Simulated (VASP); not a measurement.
A run of VASP 6.6.1:

Contents of INCAR:

```
SYSTEM = Li2RhN2
PREC     = Accurate       ! precision mode
ENCUT    = 520            ! plane-wave cutoff, eV
EDIFF    = 1E-6           ! SCF threshold, eV
ISMEAR   = -1             ! smearing method
SIGMA    = 0.05           ! smearing width, eV
LREAL    = .FALSE.        ! projectors in reciprocal space
LASPH    = .TRUE.         ! aspherical terms in the spheres
NELM     = 80             ! most SCF steps
ALGO     = Normal         ! electronic algorithm
ISIF     = 2              ! what is computed and relaxed
LWAVE    = .FALSE.        ! write WAVECAR
LCHARG   = .FALSE.        ! write CHGCAR
GGA      = PE             ! functional
NBANDS   = 24             ! bands
```

File KPOINTS:

```
Automatic mesh
0
G
  8 8 5
  0 0 0
```

Contents of POSCAR:

```
Li2RhN2
1.0
    3.2427974514      0.0000000000      0.0000000000
   -1.6213987257      2.8083449687      0.0000000000
    0.0000000000      0.0000000000      5.1095826989
Li Rh N
2 1 2
Direct
    0.6666666667      0.3333333333      0.3544900000
    0.3333333333      0.6666666667      0.6455100000
    0.0000000000      0.0000000000      0.0000000000
    0.6666666667      0.3333333333      0.7906920000
    0.3333333333      0.6666666667      0.2093080000
```

Potentials or basis: VASP PAW PBE potentials, release 64 (Li_sv, Rh_pv, N).

Launch:

```bash
$ cat potpaw_PBE.64/Li_sv/POTCAR potpaw_PBE.64/Rh_pv/POTCAR potpaw_PBE.64/N/POTCAR > POTCAR
$ mpirun -np 1 vasp_std > vasp.out
```

Hardware: 1 thread of Intel(R) Xeon(R) Platinum 8175M CPU @ 2.50GHz (Skylake/Cascade Lake), with other jobs on the host.

**Question.** How long does it take, and how much memory?

**Answer.** Run time: 39 s on 1 thread of Intel(R) Xeon(R) Platinum 8175M CPU @ 2.50GHz (Skylake/Cascade Lake) (shared host), peak memory 0.19 GiB. Counts: scf iterations 14, k points 40.
